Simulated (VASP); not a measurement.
Input of a VASP 6.6.1 run:

The input INCAR:

```
PREC = Accurate
ENCUT = 600
EDIFF = 1E-6
ISMEAR = -1
SIGMA = 0.1
LREAL = F
LASPH = T
NELM = 80
ALGO = Normal
ISIF = 3
LWAVE = F
LCHARG = F
GGA = PS
IBRION = 2
NSW = 60
EDIFFG = -0.02
```

The input KPOINTS:

```
Automatic mesh
0
Gamma
  8 8 5
```

POSCAR

```
Zr
1.0
    3.2320000000      0.0000000000      0.0000000000
   -1.6160000000      2.7989941050      0.0000000000
    0.0000000000      0.0000000000      5.1470000000
Zr
2
Direct
    0.3333333333      0.6666666667      0.2500000000
    0.6666666667      0.3333333333      0.7500000000
```

Potentials or basis: VASP PAW PBE potentials, release 64 (Zr_sv).

Launch:

```bash
$ cat potpaw_PBE.64/Zr_sv/POTCAR > POTCAR
$ mpirun -np 1 vasp_std > vasp.out
```

Problem. What does it give for the relaxed cell?

Solution. a = 3.182 Å, b = 3.182 Å, c = 5.131 Å, α = 90.00°, β = 90.00°, γ = 120.00°.

Problem. What does it give for the band gap on the k mesh?

Solution. Zero (band 12 reaches 10.13 eV, above the bottom of band 13 at 8.97 eV).

Step by step:
| step | energy change (eV) | largest force (eV/Å) | pressure (GPa) | volume (Å³) |
| --- | --- | --- | --- | --- |
| 1 | 0.0000 | 0.0000 | -3.08 | 46.56 |
| 2 | -0.0010 | 0.0000 | 3.38 | 43.61 |
| 3 | -0.0154 | 0.0000 | 0.04 | 45.04 |
| 4 | -0.0154 | 0.0000 | 0.10 | 45.01 |
| 5 | -0.0161 | 0.0000 | 0.06 | 45.00 |
| 6 | -0.0162 | 0.0000 | 0.05 | 45.00 |

Caveat: the PAW data sets were made with another functional, which shifts forces and pressure a little.
